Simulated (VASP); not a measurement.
The system is EuZn.

```
Eu Zn
1.0
     3.80800    0.00000    0.00000
     0.00000    3.80800    0.00000
     0.00000    0.00000    3.80800
Eu Zn
1 1
Direct
  0.00000 0.00000 0.00000
  0.50000 0.50000 0.50000
```

Base run:

```yaml
Program: VASP 6.6.1
Functional: LDA
Potentials_or_basis: VASP PAW PBE potentials, release 64 (Eu, Zn)
Cutoff: 520 eV
k_mesh: 9 × 9 × 9
Occupations: fermi-dirac, width 0.08 eV
Spin: collinear spin, ferromagnetic start
Starting_moments: "[7.0, 0.0] μB"
Hubbard_terms: Eu f U = 8.0 eV
```

Its results: pressure -3.2 GPa; net moment 7.19 μB per cell; site moments Eu +6.80; Zn +0.01 μB.

Question: The run is repeated on the same cell with these changes: hubbard terms from Eu f U = 8.0 eV to Eu f U = 3.0 eV. What comes out?

Answer: Pressure -4.5 GPa; net moment 7.13 μB per cell; site moments Eu +6.70; Zn +0.01 μB.

Caveats: the cell stands under tension; the PAW data sets were made with another functional, which shifts forces and pressure a little.
